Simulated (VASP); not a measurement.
Set up this calculation in VASP 6.6.1, as the native input.

| Property | Result |
| --- | --- |
| Task | single point |
| Functional | PBE |
| Potentials or basis | VASP PAW PBE potentials, release 64 (Eu, Os) |
| Cutoff | 520 eV |
| k mesh | 10 × 10 × 10 |
| Occupations | gaussian, width 0.05 eV |
| Spin | collinear spin, ferromagnetic start |
| Starting moments | [7.0, 0.0] μB |
| Dipole correction | no |
| Further INCAR settings | ALGO = Normal; EDIFF = 1e-06; NBANDS = 24 |

The structure of EuOs lies in POSCAR:

```
EuOs
1.0
    3.4560940622      0.0000000000      0.0000000000
    0.0000000000      3.4560940622      0.0000000000
    0.0000000000      0.0000000000      3.4560940622
Eu Os
1 1
Direct
    0.0000000000      0.0000000000      0.0000000000
    0.5000000000      0.5000000000      0.5000000000
```

One way to write it, as run:

INCAR

```
SYSTEM = EuOs
PREC = Accurate ; ENCUT = 520
EDIFF = 1E-6 ; ISMEAR = 0
SIGMA = 0.05 ; LREAL = .FALSE.
LASPH = .TRUE. ; NELM = 150
ALGO = Normal ; ISIF = 2
LWAVE = .FALSE. ; LCHARG = .FALSE.
ISPIN = 2 ; MAGMOM = 7 0
LORBIT = 11 ; LMAXMIX = 6
GGA = PE ; NBANDS = 24
```

KPOINTS

```
Automatic mesh
0
G
  10 10 10
  0 0 0
```

Potentials or basis: VASP PAW PBE potentials, release 64 (Eu, Os).

Launch:

```console
$ cat potpaw_PBE.64/Eu/POTCAR potpaw_PBE.64/Os/POTCAR > POTCAR
$ mpirun -np 1 vasp_std > vasp.out
```

Results of the run:

```
Pressure                                              : 0.2 GPa
Net moment                                            : 5.79 μB per cell
Site moments                                          : Eu +6.26; Os -0.73 μB
Valence electrons inside the program's atomic spheres : Eu 14.82; Os 7.00
```

Run time: 5.7 min on 1 thread of Oxide Virtual Turin-like Processor, on a shared host, peak memory 0.22 GiB.
